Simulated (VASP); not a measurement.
# Nb: single point with r2SCAN

The system is Nb.

```
Nb
1.0
     0.00000    2.11500    1.94580
     2.11500    0.00000    1.94580
     2.11500    2.11500    0.00000
Nb
1
Direct
  0.00000 0.00000 0.00000
```

This cell differs from its parent crystal: strain +0.000 along x and y, -0.080 along z.

```yaml
Program: VASP 6.6.1
Task: single point
Functional: r2SCAN
Potentials_or_basis: VASP PAW PBE potentials, release 64 (Nb_sv)
Cutoff: 520 eV
k_mesh: 20 × 20 × 20
Occupations: gaussian, width 0.15 eV
Spin: no spin polarisation
Dipole_correction: no
Further_INCAR_settings: ALGO = Normal; EDIFF = 1e-06; NBANDS = 12
```

```json
{
 "Pressure": "11.7 GPa",
 "Band gap on the k mesh": "zero (an odd number of electrons rules out a gap without spin polarisation)"
}
```

Stress tensor (GPa, compression positive):
```
18.88  0.00  0.00
 0.00 18.88  0.00
 0.00  0.00 -2.71
```

Levels at points of the mesh, in eV from the Fermi level:
```csv
k point,band 4,band 5,band 6,band 7,band 8,band 9
"(0.00, 0.00, 0.00)",-30.93,-6.68,-0.15,-0.15,0.95,2.48
"(0.50, 0.00, 0.00)",-31.04,-4.29,-0.64,0.69,1.68,5.11
"(0.50, 0.50, 0.00)",-31.64,-4.63,-3.98,5.39,5.44,6.03
"(0.50, 0.00, 0.50)",-31.31,-4.59,-3.72,3.69,5.40,5.55
```

It took 2.8 min on 1 thread of Intel(R) Xeon(R) 6975P-C (Granite Rapids), on a shared host, peak memory 0.25 GiB.

Caveat: the cell differs from its parent crystal (strain +0.000 along x and y, -0.080 along z); the cell stands under pressure; the PAW data sets were made with another functional, which shifts forces and pressure a little.
